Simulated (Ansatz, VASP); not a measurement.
# MgF2: VASP beside Ansatz

```
Mg F
1.0
     4.69889    0.00000    0.00000
     0.00000    4.69889    0.00000
     0.00000    0.00000    3.09380
Mg F
2 4
Direct
  0.00000 0.00000 0.00000
  0.50000 0.50000 0.50000
  0.30358 0.30358 0.00000
  0.19642 0.80358 0.50000
  0.69642 0.69642 0.00000
  0.80358 0.19642 0.50000
```

Alike in both runs: functional PBE; k mesh 6 × 6 × 8; occupations fermi-dirac, width 0.02 eV; no spin polarisation.

Ansatz relaxed the structure, and its values are those at the end. VASP's run is a single point on that final structure, the one shown.

```csv
,VASP,Ansatz
version,VASP 6.6.1,Ansatz 0.2.0
potentials or method,"VASP PAW PBE potentials, release 64 (Mg, F), cutoff 600 eV",PAW plane waves
valence electrons in the cell,32,48
```

Ansatz gave:

| Quantity | Value |
| --- | --- |
| gap on the k mesh at the Fermi level (eV) | 6.83 |
| pressure (GPa) | 0.0 |

**Question.** What did VASP give for the same quantities?

**Answer.** gap on the k mesh at the Fermi level (eV): 6.79; pressure (GPa): -1.1.

With one functional, cell and mesh, what is left measures potentials, basis and numerics. VASP's potentials hold 32 valence electrons a cell and Ansatz's 48, so a difference there can come from the potentials and not from the codes.
